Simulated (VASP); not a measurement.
KF:

```
CELL_PARAMETERS angstrom
3.17887 0.00000 0.00000
0.00000 3.17887 0.00000
0.00000 0.00000 3.15630
ATOMIC_POSITIONS crystal
K 0.00000 0.00000 0.00000
F 0.50000 0.50000 0.50000
```

This cell differs from its parent crystal: uniaxial z strain -0.7%.

Base run:

- Program: VASP 6.6.1
- Functional: PBE
- Potentials or basis: VASP PAW PBE potentials, release 64 (K_sv, F)
- Cutoff: 520 eV
- k mesh: 8 × 8 × 8
- Occupations: fermi-dirac, width 0.02 eV
- Spin: no spin polarisation

Its results: band gap on the k mesh 6.83 eV, indirect (least direct gap 6.87 eV); pressure 3.3 GPa.

**Question.** The run is repeated on the same cell with these changes: functional from PBE to r2SCAN; occupations from fermi-dirac, width 0.02 eV to gaussian, width 0.01 eV. What comes out?

**Answer.** Band gap on the k mesh 7.77 eV, indirect (least direct gap 7.80 eV); pressure 0.3 GPa.

Caveats: the PAW data sets were made with another functional, which shifts forces and pressure a little (some runs).

A k mesh can miss the band edges.
